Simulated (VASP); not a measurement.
# Cu in VASP: further runs

Cu is run at these levels: PBEsol; tasks: single point.

Program: VASP 6.6.1. These are calculated values, not measurements. Logs are shortened: lines on timing, memory, paths and dates and some standing lists are left out, and cuts for length are marked.

## (1) The cell of the first run

The cell holds a slab with vacuum, 6 atoms: a = 2.504 Å, b = 2.504 Å, c = 24.576 Å, α = 90.00°, β = 90.00°, γ = 120.00°.

## (2) Single point, PBEsol

Contents of INCAR:

```
PREC = Accurate
ENCUT = 520
EDIFF = 1E-7
ISMEAR = -1
SIGMA = 0.1
LREAL = F
LASPH = T
NELM = 80
ALGO = Normal
ISIF = 2
LWAVE = F
LCHARG = F
GGA = PS
NBANDS = 42
```

Contents of KPOINTS:

```
regular mesh
0
Gamma
  12 12 1
```

Contents of POSCAR:

```
Cu
1.0
    2.5036580000      0.0000000000      0.0000000000
   -1.2518290000      2.1682320000      0.0000000000
    0.0000000000      0.0000000000     24.5755890000
Cu
6
Direct
    0.0000000000      0.0000000000      0.3737640000
    0.6666666667      0.3333333333      0.2896140000
    0.3333333333      0.6666666667      0.4579910000
    0.0000000000      0.0000000000      0.6262360000
    0.6666666667      0.3333333333      0.5420090000
    0.3333333333      0.6666666667      0.7103860000
```

Potentials or basis: VASP PAW PBE potentials, release 64 (Cu).

Launch:

```sh
cat potpaw_PBE.64/Cu/POTCAR > POTCAR
mpirun -np 1 vasp_std > vasp.out
```

OUTCAR:

```text
PREC = Accurate
   ENCUT = 520
   EDIFF = 1E-7
   ISMEAR = -1
   LREAL = F
   LASPH = T
   NELM = 80
   ISIF = 2
   GGA = PS

 ion  position               nearest neighbor table
   1  0.000  0.000  0.374-   2 2.52   2 2.52   2 2.52   3 2.52   3 2.52   3 2.52
   2  0.667  0.333  0.290-   1 2.52   1 2.52   1 2.52
   3  0.333  0.667  0.458-   5 2.52   5 2.52   5 2.52   1 2.52   1 2.52   1 2.52
   4  0.000  0.000  0.626-   6 2.52   6 2.52   6 2.52   5 2.52   5 2.52   5 2.52
   5  0.667  0.333  0.542-   3 2.52   3 2.52   3 2.52   4 2.52   4 2.52   4 2.52
   6  0.333  0.667  0.710-   4 2.52   4 2.52   4 2.52

  LATTYP: Found a hexagonal cell.
 ALAT       =     2.5036580000
 C/A-ratio  =     9.8158730146

  Lattice vectors:

 A1 = (   2.5036580000,   0.0000000000,   0.0000000000)
 A2 = (  -1.2518290000,   2.1682320000,   0.0000000000)
 A3 = (   0.0000000000,   0.0000000000,  24.5755890000)

Analysis of symmetry for initial positions (statically):
=====================================================================
 Subroutine PRICEL returns:
 Original cell was already a primitive cell.

 Routine SETGRP: Setting up the symmetry group for a
 hexagonal supercell.

 Subroutine GETGRP returns: Found 12 space group operations
 (whereof 12 operations were pure point group operations)
 out of a pool of 24 trial point group operations.

The static configuration has the point symmetry D_3d.

Analysis of symmetry for dynamics (positions and initial velocities):
=====================================================================
 Subroutine PRICEL returns:
 Original cell was already a primitive cell.

 Routine SETGRP: Setting up the symmetry group for a
 hexagonal supercell.

 Subroutine GETGRP returns: Found 12 space group operations
 (whereof 12 operations were pure point group operations)
 out of a pool of 24 trial point group operations.

The dynamic configuration has the point symmetry D_3d.

 Subroutine INISYM returns: Found 12 space group operations
 (whereof 12 operations are pure point group operations),
 and found     1 'primitive' translations

----------------------------------------------------------------------------------------

                                     Primitive cell

  volume of cell :     133.4089

  direct lattice vectors                    reciprocal lattice vectors
     2.503658000  0.000000000  0.000000000     0.399415575  0.230602629  0.000000000
    -1.251829000  2.168232000  0.000000000     0.000000000  0.461205258  0.000000000
     0.000000000  0.000000000 24.575589000     0.000000000  0.000000000  0.040690785

  length of vectors
     2.503658000  2.503658493 24.575589000     0.461205349  0.461205258  0.040690785

  position of ions in fractional coordinates (direct lattice)
     0.000000000  0.000000000  0.373764000
     0.666666667  0.333333333  0.289614000
     0.333333333  0.666666667  0.457991000
     0.000000000  0.000000000  0.626236000
     0.666666667  0.333333333  0.542009000
     0.333333333  0.666666667  0.710386000

  ion indices of the primitive-cell ions
   primitive index   ion index
                 1           1
                 2           2
                 3           3
                 4           4
                 5           5
                 6           6

----------------------------------------------------------------------------------------

 KPOINTS: regular mesh

Automatic generation of k-mesh.
 Grid dimensions read from file:
 generate k-points for:   12   12    1

 Generating k-lattice:

  Cartesian coordinates                     Fractional coordinates (reciprocal lattice)
     0.033284631  0.019216886  0.000000000     0.083333333  0.000000000  0.000000000
     0.000000000  0.038433772  0.000000000     0.000000000  0.083333333  0.000000000
     0.000000000  0.000000000  0.040690785     0.000000000  0.000000000  1.000000000

  Length of vectors
     0.038433779  0.038433772  0.040690785

  Shift w.r.t. Gamma in fractional coordinates (k-lattice)
     0.000000000  0.000000000  0.000000000

 Subroutine IBZKPT returns following result:
 ===========================================

 Found     19 irreducible k-points:

 Following reciprocal coordinates:
            Coordinates               Weight
  0.000000  0.000000  0.000000      1.000000
  0.083333 -0.000000  0.000000      6.000000
  0.166667  0.000000  0.000000      6.000000
  0.250000 -0.000000  0.000000      6.000000
  0.333333 -0.000000  0.000000      6.000000
  0.416667 -0.000000  0.000000      6.000000
[... 11 lines left out ...]
  0.333333  0.250000  0.000000     12.000000
  0.333333  0.333333  0.000000      2.000000
   k-points           NKPTS =     19   k-points in BZ     NKDIM =     19   number of bands    NBANDS=     42
   number of dos      NEDOS =    301   number of ions     NIONS =      6
   total plane-waves  NPLWV =  76800
   dimension x,y,z NGX =    20 NGY =   20 NGZ =  192
   dimension x,y,z NGXF=    40 NGYF=   40 NGZF=  384
   ions per type =               6
   NGX,Y,Z   is equivalent  to a cutoff of  13.28, 13.28, 12.99 a.u.
   NGXF,Y,Z  is equivalent  to a cutoff of  26.56, 26.56, 25.98 a.u.
 SYSTEM =  unknown system
   PREC   = accura    normal or accurate (medium, high low for compatibility)
   ISTART =      0    job   : 0-new  1-cont  2-samecut
   ICHARG =      2    charge: 1-file 2-atom 10-const
   ISPIN  =      1    spin polarized calculation?
   LNONCOLLINEAR =      F non collinear calculations
   LSORBIT =      F    spin-orbit coupling
   LASPH  =      T    aspherical Exc in radial PAW
   ENCUT  =  520.0 eV  38.22 Ry    6.18 a.u.   4.66  4.66 45.69*2*pi/ulx,y,z
   NELM   =     80;   NELMIN=  2; NELMDL= -5     # of ELM steps
   EDIFF  = 0.1E-06   stopping-criterion for ELM
   LREAL  =      F    real-space projection
   EDIFFG = 0.1E-05   stopping-criterion for IOM
   NSW    =      0    number of steps for IOM
   IBRION =     -1    ionic relax: 0-MD 1-quasi-New 2-CG
   NFREE  =      0    steps in history (QN), initial steepest desc. (CG)
   ISIF   =      2    stress and relaxation
   ISYM   =      2    0-nonsym 1-usesym 2-fastsym
   POTIM  = 0.5000    time-step for ionic-motion
   TEBEG  =    0.0;   TEEND  =   0.0 temperature during run
   PSTRESS=    0.0 pullay stress
   NELECT =      66.0000    total number of electrons
   NUPDOWN=      -1.0000    fix difference up-down
   EMIN   =  10.00;   EMAX   =-10.00  energy-range for DOS
   EFERMI =   0.00;   METHOD = LEGACY
   ISMEAR =    -1;   SIGMA  =   0.10  broadening in eV -4-tet -1-fermi 0-gaus
   EFERMI_NEDOS =   21; number of points for ismear=-14 and -15
   IALGO  =     38    algorithm
   IMIX   =      4    mixing-type and parameters
     AMIX     =   0.40;   BMIX     =  1.00
     AMIX_MAG =   1.60;   BMIX_MAG =  1.00
  volume/ion in A,a.u.               =      22.23       150.05
  Fermi-wavevector in a.u.,A,eV,Ry     =   1.294776  2.446772 22.809411  1.676444
  Thomas-Fermi vector in A             =   2.426337
   LORBIT       =      0    0 simple, 1 ext, 2 COOP (PROOUT), +10 PAW based schemes
   GGA     = PS    functional components
   LHFCALC =     F    Hartree Fock is set to
   AEXX    =    0.0000 exact exchange contribution
   IVDW    =     0    specifies the selected vdW correction
   LEPSILON=     F    determine dielectric tensor
   LRPA    =     F    only Hartree local field effects (RPA)
 non-spin polarized calculation
  energy-cutoff  :      520.00
  volume of cell :      133.41
 maximum number of plane-waves:      3631
 NGX is ok and might be reduce to    20
   NGX =  9   NGY =  9   NGZ = 91

 number of electron      66.0000022 magnetization

 Free energy of the ion-electron system (eV)
  ---------------------------------------------------
  ext. energy  EPLUGINS =         0.00000000
  ---------------------------------------------------
  free energy    TOTEN  =       -24.76475769 eV

  energy without entropy =      -24.68616727  energy(sigma->0) =      -24.72546248

 E-fermi :   1.6951     XC(G=0):  -7.4125

 val. band max:        1.5195417445   @ k =   0.2500  -0.0000   0.0000
 cond. band min:       1.7233328136   @ k =   0.3333   0.1667   0.0000
 fundamental gap:      0.2037910691
 Fermi energy:         1.6951136307

 k-point     1 :       0.0000    0.0000    0.0000
  band No.  band energies     occupation
      1      -7.8857      2.00000
      2      -7.2403      2.00000
      3      -6.2225      2.00000
      4      -5.0239      2.00000
      5      -4.0943      2.00000
      6      -3.7691      2.00000
[... 34 lines left out ...]
     41       7.5384      0.00000
     42       9.5602      0.00000

 k-point     2 :       0.0833   -0.0000    0.0000
  band No.  band energies     occupation
      1      -7.6526      2.00000
      2      -7.0125      2.00000
      3      -6.0042      2.00000
      4      -4.8195      2.00000
      5      -3.9109      2.00000
      6      -3.6124      2.00000
[... 34 lines left out ...]
     41       7.7416      0.00000
     42       9.7739      0.00000

 k-point     3 :       0.1667    0.0000    0.0000
  band No.  band energies     occupation
      1      -6.9716      2.00000
      2      -6.3521      2.00000
      3      -5.3829      2.00000
      4      -4.2597      2.00000
      5      -3.4269      2.00000
      6      -3.2018      2.00000
[... 34 lines left out ...]
     41       8.3531      0.00000
     42      10.4128      0.00000

 k-point     4 :       0.2500   -0.0000    0.0000
  band No.  band energies     occupation
      1      -5.9134      2.00000
      2      -5.3519      2.00000
      3      -4.5038      2.00000
      4      -3.5875      2.00000
      5      -2.9441      2.00000
      6      -2.7633      2.00000
[... 619 lines left out ...]
     41       9.4689      0.00000
     42      10.2040      0.00000

 k-point    18 :       0.3333    0.2500    0.0000
  band No.  band energies     occupation
      1      -2.8453      2.00000
      2      -2.8299      2.00000
      3      -2.6992      2.00000
      4      -2.6483      2.00000
      5      -2.5469      2.00000
      6      -2.5157      2.00000
[... 34 lines left out ...]
     41       8.6494      0.00000
     42       9.2550      0.00000

 k-point    19 :       0.3333    0.3333    0.0000
  band No.  band energies     occupation
      1      -2.5551      2.00000
      2      -2.5551      2.00000
      3      -2.5351      2.00000
      4      -2.4531      2.00000
      5      -2.4531      2.00000
      6      -2.4475      2.00000
[... 34 lines left out ...]
     41       8.2159      0.00000
     42       8.2159      0.00000

------------------------ aborting loop because EDIFF is reached ----------------------------------------

  FORCE on cell =-STRESS in cart. coord.  units (eV):
  Direction    XX          YY          ZZ          XY          YZ          ZX
  --------------------------------------------------------------------------------------
  -------------------------------------------------------------------------------------
  Total       -0.1654609     -0.1654610     -0.5384255      0.0000000      0.0000000      0.0000000
  in kB       -1.9871072     -1.9871082     -6.4662350      0.0000000      0.0000000      0.0000000
  external PRESSURE =      -3.4801501 kB  Pullay stress =       0.0000000 kB

 VOLUME and BASIS-vectors are now :
 -----------------------------------------------------------------------------
  energy-cutoff  :      520.00
  volume of cell :      133.41
      direct lattice vectors                 reciprocal lattice vectors
     2.503658000  0.000000000  0.000000000     0.399415575  0.230602629  0.000000000
    -1.251829000  2.168232000  0.000000000     0.000000000  0.461205258  0.000000000
     0.000000000  0.000000000 24.575589000     0.000000000  0.000000000  0.040690785

 POSITION                                       TOTAL-FORCE (eV/Angst)
 -----------------------------------------------------------------------------------
      0.00000      0.00000      9.18547        -0.000000      0.000000     -0.014186
      1.25183      0.72274      7.11743        -0.000000      0.000000      0.063406
     -0.00000      1.44549     11.25540        -0.000000      0.000000     -0.031415
      0.00000      0.00000     15.39012         0.000000     -0.000000      0.014186
      1.25183      0.72274     13.32019         0.000000     -0.000000      0.031415
     -0.00000      1.44549     17.45815         0.000000      0.000000     -0.063406
 -----------------------------------------------------------------------------------
    total drift:                               -0.000000      0.000000      0.000000

  FREE ENERGIE OF THE ION-ELECTRON SYSTEM (eV)
  ---------------------------------------------------
  free  energy   TOTEN  =       -24.7647576904 eV

  energy  without entropy=      -24.6861672709  energy(sigma->0) =      -24.72546248
```

Run time: 2 min. Hardware: 1 thread of Intel Xeon 6975P-C (Granite Rapids), shared host; peak memory 0.3 GiB.

Results:

```
Free energy            : -24.7648 eV
Largest force          : 0.063 eV/Å
Band gap on the k mesh : zero (bands 33 and 34 overlap by 5.22 eV)
```

Forces in eV/Å, atoms in the order of the input:
```
Cu   0.000  0.000 -0.014
Cu   0.000  0.000  0.063
Cu   0.000  0.000 -0.031
Cu   0.000  0.000  0.014
Cu   0.000  0.000  0.031
Cu   0.000  0.000 -0.063
```

Caveat: there is no dipole correction, which matters where the two faces differ; the PAW data sets were made with another functional, which shifts forces and pressure a little.

## (3) Single point, PBEsol

Contents of INCAR:

```
SYSTEM = Cu
  ALGO = Normal
  EDIFF = 1E-6
  ENCUT = 520
  GGA = PS
  ISIF = 2
  ISMEAR = -1
  LASPH = .True.
  LCHARG = .False.
  LREAL = .False.
  LWAVE = .False.
  NBANDS = 42
  NELM = 100
  PREC = Accurate
  SIGMA = 0.1
```

Contents of KPOINTS:

```
k-points
0
Gamma
  12 12 1
  0 0 0
```

Changes to POSCAR since step 2:

```diff
@@ -10,3 +10,3 @@
     0.6666666667      0.3333333333      0.2896140000
-    0.3333333333      0.6666666667      0.4579910000
+    0.3133625546      0.6666666667      0.4579910000
     0.0000000000      0.0000000000      0.6262360000
```

Potentials or basis: VASP PAW PBE potentials, release 64 (Cu).

Launch:

```sh
cat potpaw_PBE.64/Cu/POTCAR > POTCAR
mpirun -np 1 vasp_std > vasp.out
```

Wall time 9.8 min (1 thread of Intel Xeon 6975P-C (Granite Rapids), shared host); peak memory 0.44 GiB.

Results (log left out):

```yaml
Free_energy: -24.7627 eV
Largest_force: 0.090 eV/Å
Band_gap_on_the_k_mesh: zero (bands 33 and 34 overlap by 5.24 eV)
```

Forces in eV/Å, atoms in the order of the input:
```
Cu  -0.043  0.002 -0.019
Cu   0.001  0.000  0.063
Cu   0.084  0.000 -0.032
Cu   0.001  0.000  0.014
Cu  -0.043 -0.003  0.036
Cu   0.000  0.000 -0.063
```

Levels at points of the mesh, in eV from the Fermi level:
```tsv
k point	band 31	band 32	band 33	band 34	band 35	band 36
(0.00, 0.00, 0.00)	-1.93	-1.76	-1.75	-1.69	-1.69	-1.04
(0.50, 0.00, 0.00)	-0.61	0.19	0.87	1.16	1.45	1.50
(0.00, 0.50, 0.00)	-0.61	0.21	0.84	1.21	1.44	1.48
(0.50, 0.50, 0.00)	-0.62	0.22	0.80	1.26	1.42	1.49
```

Caveat: there is no dipole correction, which matters where the two faces differ; the PAW data sets were made with another functional, which shifts forces and pressure a little.

## (4) Single point, PBEsol

Contents of INCAR:

```
SYSTEM = Cu
  PREC = Accurate
  ENCUT = 520
  EDIFF = 1E-6
  ISMEAR = -1
  SIGMA = 0.1
  LREAL = .False.
  LASPH = .True.
  NELM = 100
  ALGO = Normal
  ISIF = 2
  LWAVE = .False.
  LCHARG = .True.
  GGA = PS
  LELF = .True.
  LVHAR = .True.
  NBANDS = 42
```

Contents of KPOINTS:

```
Automatic mesh
0
Gamma
  12 12 1
  0 0 0
```

Changes to POSCAR since step 3:

```diff
@@ -10,3 +10,3 @@
     0.6666666667      0.3333333333      0.2896140000
-    0.3133625546      0.6666666667      0.4579910000
+    0.3233479440      0.6666666667      0.4579910000
     0.0000000000      0.0000000000      0.6262360000
```

Launch:

```sh
cat potpaw_PBE.64/Cu/POTCAR > POTCAR
mpirun -np 1 vasp_std > vasp.out
```

It took 7.9 min on 1 thread of Intel Xeon 6975P-C (Granite Rapids), shared host; peak memory 0.44 GiB.

Results (log left out):

* Free energy: -24.7642 eV
* Largest force: 0.064 eV/Å
* Band gap on the k mesh: zero (bands 33 and 34 overlap by 5.23 eV)

Forces on the atoms (eV/Å):
```
Cu  -0.022  0.001 -0.015
Cu   0.001  0.000  0.064
Cu   0.042  0.000 -0.032
Cu   0.001  0.000  0.014
Cu  -0.022 -0.001  0.033
Cu   0.000  0.000 -0.063
```

Levels at points of the mesh, in eV from the Fermi level:
```
           k point  band 29  band 30  band 31  band 32  band 33  band 34  band 35  band 36  band 37  band 38
(0.00, 0.00, 0.00)    -2.14    -1.94    -1.93    -1.76    -1.75    -1.69    -1.69    -1.04    -0.59     4.33
(0.50, 0.00, 0.00)    -1.42    -1.42    -0.61     0.20     0.86     1.19     1.45     1.49     4.28     4.91
(0.00, 0.50, 0.00)    -1.42    -1.42    -0.61     0.21     0.84     1.21     1.44     1.48     4.28     4.93
(0.50, 0.50, 0.00)    -1.42    -1.42    -0.62     0.22     0.82     1.23     1.43     1.48     4.28     4.94
```

Caveat: there is no dipole correction, which matters where the two faces differ; the PAW data sets were made with another functional, which shifts forces and pressure a little.

## (5) Overview

```csv
cell,gap on the mesh (eV),largest force (eV/Å)
"as given, atomic positions A",none,0.06
"as given, atomic positions B",none,0.09
"as given, atomic positions C",none,0.06
```

Alike in all rows: task single point; level PBEsol; potentials or basis VASP PAW PBE potentials, release 64 (Cu); no spin polarisation; k mesh 12 × 12 × 1; cutoff (eV) 520; smearing fermi-dirac 0.1 eV.

Caveats: there is no dipole correction, which matters where the two faces differ; the PAW data sets were made with another functional, which shifts forces and pressure a little.

Total energies depend on the potentials used, so only differences within one code and one set of settings carry meaning.

The gap in the log of VASP goes by the Fermi energy; the results here count the filled bands.